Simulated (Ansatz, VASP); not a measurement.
## HfB2 in VASP and in Ansatz

```
Hf B
1.0
     4.59171    0.00000    0.00000
    -2.29586    3.97654    0.00000
     0.00000    0.00000    4.17935
Hf B
2 4
Direct
  0.33333 0.66667 0.00000
  0.66667 0.33333 0.00000
  0.50000 0.00000 0.50000
  0.00000 0.50000 0.50000
  0.50000 0.50000 0.50000
  0.00000 0.00000 0.00000
```

Alike in both runs: functional PBE; k mesh 12 × 12 × 10; occupations gaussian, width 0.1 eV; no spin polarisation.

Ansatz relaxed the structure, and its values are those at the end. VASP's run is a single point on that final structure, the one shown.

```csv
,VASP,Ansatz
version,VASP 6.6.1,Ansatz 0.2.0
potentials or method,"VASP PAW PBE potentials, release 64 (Hf_pv, B), cutoff 520 eV","scalar-relativistic, plane waves, PAW"
valence electrons in the cell,32,64
```

Ansatz gave:

| Quantity | Value |
| --- | --- |
| gap on the k mesh at the Fermi level (eV) | none |
| pressure (GPa) | 0.0 |

Problem. Estimate VASP's values.

Solution. gap on the k mesh at the Fermi level (eV): none; pressure (GPa): -0.2.

A gap of «none» marks a metal or a gap that the smearing closes. The functional is the same, so the differences come from potentials, cutoffs and numerics. VASP's potentials hold 32 valence electrons a cell and Ansatz's 64, so a difference there can come from the potentials and not from the codes.

Neither program's run includes spin-orbit coupling.
